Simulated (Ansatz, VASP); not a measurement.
# NaF: VASP beside Ansatz

```xyz
4
Lattice="3.1776 0.0000 0.0000 -1.5888 2.7518 0.0000 0.0000 0.0000 5.5676" Properties=species:S:1:pos:R:3 pbc="T T T"
Na    0.0000    0.0000    0.0000
Na    0.0000    0.0000    2.7838
F     0.0000    1.8346    1.3919
F     1.5888    0.9173    4.1757
```

Alike in both runs: task single point; functional r2SCAN; k mesh 12 × 12 × 6; no spin polarisation.

|  | VASP | Ansatz |
| --- | --- | --- |
| version | VASP 6.6.1 | Ansatz 0.2.0 |
| potentials or method | VASP PAW PBE potentials, release 64 (Na_pv, F) | plane waves, PAW |
| plane-wave cutoff (eV) | 520 | 500 |
| occupations | gaussian, width 0.01 eV | fixed |
| valence electrons in the cell | 28 | 32 |

Ansatz gave:

- gap on the k mesh at the Fermi level (eV): 7.18
- pressure (GPa): 0.0
- traceless stress, the component that is largest in VASP (GPa): -0.02

Estimate VASP's values.

gap on the k mesh at the Fermi level (eV): 7.22; pressure (GPa): -0.5; traceless stress, the component that is largest in VASP (GPa): -0.11.

VASP's potentials were made for PBE, not for r2SCAN. VASP's potentials hold 28 valence electrons a cell and Ansatz's 32, so a difference there can come from the potentials and not from the codes.
